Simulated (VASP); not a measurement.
Write the native input for VASP 6.6.1 that does the following.

| Item | Value |
| --- | --- |
| Task | single point |
| Functional | PBE |
| Potentials or basis | VASP PAW PBE potentials, release 64 (Cr_pv) |
| Cutoff | 520 eV |
| k mesh | 11 × 11 × 6 |
| Occupations | fermi-dirac, width 0.05 eV |
| Spin | collinear spin, ferromagnetic start |
| Starting moments | [3.75, 3.75] μB |
| Fixed moment | 7.5 μB |
| Dipole correction | no |
| Further INCAR settings | ALGO = Normal; EDIFF = 1e-06; NBANDS = 23 |

The structure of Cr lies in POSCAR:

```
Cr
1.0
    1.1470505050     -2.4670251200      0.0000000000
    1.1470505050      2.4670251200      0.0000000000
    0.0000000000      0.0000000000      4.0643107400
Cr
2
Direct
    0.8705325800      0.1294674200      0.7500000000
    0.1294674200      0.8705325800      0.2500000000
```

These files were run (other wordings do the same):

INCAR

```
PREC = Accurate
ENCUT = 520
EDIFF = 1E-6
ISMEAR = -1
SIGMA = 0.05
LREAL = F
LASPH = T
NELM = 150
ALGO = Normal
ISIF = 2
LWAVE = F
LCHARG = F
ISPIN = 2
MAGMOM = 3.75 3.75
LORBIT = 11
NUPDOWN = 7.5
LMAXMIX = 4
GGA = PE
NBANDS = 23
```

KPOINTS

```
Automatic mesh
0
Gamma
  11 11 6
```

Potentials or basis: VASP PAW PBE potentials, release 64 (Cr_pv).

Launch:

```sh
$ cat potpaw_PBE.64/Cr_pv/POTCAR > POTCAR
$ mpirun -np 1 vasp_std > vasp.out
```

Results of the run:

The pressure is 93.1 GPa and the largest force is 0.686 eV/Å. The net moment is 7.50 μB per cell, the site moments are Cr +3.51 μB and the valence electrons inside the program's atomic spheres are Cr 11.17.

Caveat: the cell stands under pressure; the total moment is fixed, so each spin has its own Fermi level.

Run time: 4 min on 1 thread of Intel Xeon 8259CL (shared host), peak memory 0.22 GiB.
